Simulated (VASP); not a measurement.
Input of a VASP 6.6.1 run:

File INCAR:

```
PREC     = Accurate       # precision mode
ENCUT    = 600            # plane-wave cutoff, eV
EDIFF    = 1E-6           # SCF threshold, eV
ISMEAR   = 0              # smearing method
SIGMA    = 0.02           # smearing width, eV
LREAL    = False          # projectors in reciprocal space
LASPH    = True           # aspherical terms in the spheres
NELM     = 80             # most SCF steps
ALGO     = Normal         # electronic algorithm
ISIF     = 3              # what is computed and relaxed
LWAVE    = False          # write WAVECAR
LCHARG   = False          # write CHGCAR
IBRION   = 2              # ionic algorithm
NSW      = 100            # ionic steps
EDIFFG   = -0.005         # ionic threshold
```

The input KPOINTS:

```
Automatic mesh
0
Gamma
  6 6 10
```

Contents of POSCAR:

```
TiO2
1.0
    4.5484653022      0.0000000000      0.0000000000
    0.0000000000      4.5484653022      0.0000000000
    0.0000000000      0.0000000000      2.9188689621
Ti O
2 4
Direct
    0.5000000000      0.5000000000      0.0000000000
    0.0000000000      0.0000000000      0.5000000000
    0.6959626572      0.6959626572      0.5000000000
    0.8040373428      0.1959626572      0.0000000000
    0.1959626572      0.8040373428      0.0000000000
    0.3040373428      0.3040373428      0.5000000000
```

Potentials or basis: VASP PAW LDA potentials, release 64 (Ti_sv, O).

Run with:

```bash
$ cat potpaw_LDA.64/Ti_sv/POTCAR potpaw_LDA.64/O/POTCAR > POTCAR
$ mpirun -np 1 vasp_std > vasp.out
```

Question: What does it give for the band gap on the k mesh?

Answer: 1.82 eV, direct.

Question: Predict the relaxed cell.

Answer: a = 4.552 Å, b = 4.552 Å, c = 2.922 Å, α = 90.00°, β = 90.00°, γ = 90.00°.

Final structure:
```yaml
crystal:
  lattice:
    - [4.55228, 0.00000, 0.00000]
    - [0.00000, 4.55228, 0.00000]
    - [0.00000, 0.00000, 2.92186]
  atoms:
    - { symbol: Ti, position: [0.50000, 0.50000, 0.00000] }
    - { symbol: Ti, position: [0.00000, 0.00000, 0.50000] }
    - { symbol: O, position: [0.69613, 0.69613, 0.50000] }
    - { symbol: O, position: [0.80387, 0.19613, 0.00000] }
    - { symbol: O, position: [0.19613, 0.80387, 0.00000] }
    - { symbol: O, position: [0.30387, 0.30387, 0.50000] }
```

A k mesh can miss the band edges. A hybrid or GW would open this gap; LDA tends to underestimate it.
